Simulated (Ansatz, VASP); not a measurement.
## Two plane-wave programs on MgSi3N

```
CELL_PARAMETERS angstrom
3.37588 0.00000 0.00000
-1.68794 2.92359 0.00000
0.00000 0.00000 7.37694
ATOMIC_POSITIONS crystal
Mg 0.00000 0.00000 0.00000
Si 0.50000 0.00000 0.50000
Si 0.00000 0.50000 0.50000
Si 0.50000 0.50000 0.50000
N 0.00000 0.00000 0.50000
```

Alike in both runs: task relaxation of cell and atoms; functional PBE; k mesh 6 × 6 × 4; occupations gaussian, width 0.1 eV; no spin polarisation.

|  | VASP | Ansatz |
| --- | --- | --- |
| version | VASP 6.6.1 | Ansatz 0.2.0 |
| potentials or method | VASP PAW PBE potentials, release 64 (Mg, Si, N), cutoff 600 eV | scalar-relativistic, plane waves, PAW |
| valence electrons in the cell | 19 | 27 |

VASP gave:

- gap on the k mesh at the Fermi level, each at its own relaxed structure (eV): none
- relaxed volume (Å³/atom): 16.74
- relaxed length of the cell vector where the two differ most in proportion (Å): 4.919

Task: Estimate Ansatz's values.

Result: gap on the k mesh at the Fermi level, each at its own relaxed structure (eV): none; relaxed volume (Å³/atom): 17.34; relaxed length of the cell vector where the two differ most in proportion (Å): 5.013.

A gap of «none» marks a metal or a gap that the smearing closes. VASP's potentials hold 19 valence electrons a cell and Ansatz's 27, so a difference there can come from the potentials and not from the codes.
